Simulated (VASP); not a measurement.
Input of a VASP 6.6.1 run:

File POSCAR:

```
TiO
1.0
    3.0309987015      0.0000000000      0.0000000000
   -1.5154993507      2.6249218743      0.0000000000
    0.0000000000      0.0000000000      3.2377000000
Ti O
1 1
Direct
    0.6666666667      0.3333333333      0.0000000000
    0.0000000000      0.0000000000      0.5000000000
```

Contents of INCAR.step1:

```
SYSTEM = TiO
PREC = Accurate
ENCUT = 520
ISMEAR = 0
SIGMA = 0.1
LREAL = .False.
LASPH = .True.
NELM = 60
NBANDS = 16
GGA = PE
ALGO = Normal
EDIFF = 1E-4
LWAVE = .True.
LCHARG = .False.
```

File INCAR.step2:

```
SYSTEM = TiO
PREC = Accurate
ENCUT = 520
EDIFF = 1E-6
ISMEAR = 0
SIGMA = 0.1
LREAL = .False.
LASPH = .True.
NELM = 60
ALGO = Normal
ISIF = 2
LWAVE = .False.
LCHARG = .False.
METAGGA = R2SCAN
LMIXTAU = .True.
NBANDS = 16
ISTART = 1
```

Contents of KPOINTS:

```
Automatic mesh
0
Gamma
  18 18 14
  0 0 0
```

Potentials or basis: VASP PAW PBE potentials, release 64 (Ti_sv, O).

Command:

```console
$ cat potpaw_PBE.64/Ti_sv/POTCAR potpaw_PBE.64/O/POTCAR > POTCAR
$ cp INCAR.step1 INCAR
$ mpirun -np 1 vasp_std > vasp.out
$ cp INCAR.step2 INCAR
$ mpirun -np 1 vasp_std > vasp.out
```

**Question.** Estimate the band gap on the k mesh.

**Answer.** 0.17 eV.

**Question.** Predict the pressure.

**Answer.** -39.2 GPa.

Stress tensor (GPa, compression positive):
```
-32.16   0.00   0.00
  0.00 -32.16   0.00
  0.00   0.00 -53.26
```

Caveat: the stress differs along the axes, from -53 to -32 GPa; semilocal functionals underestimate gaps, and a narrow one can read as zero; the PAW data sets were made with another functional, which shifts forces and pressure a little. A k mesh can miss the band edges.
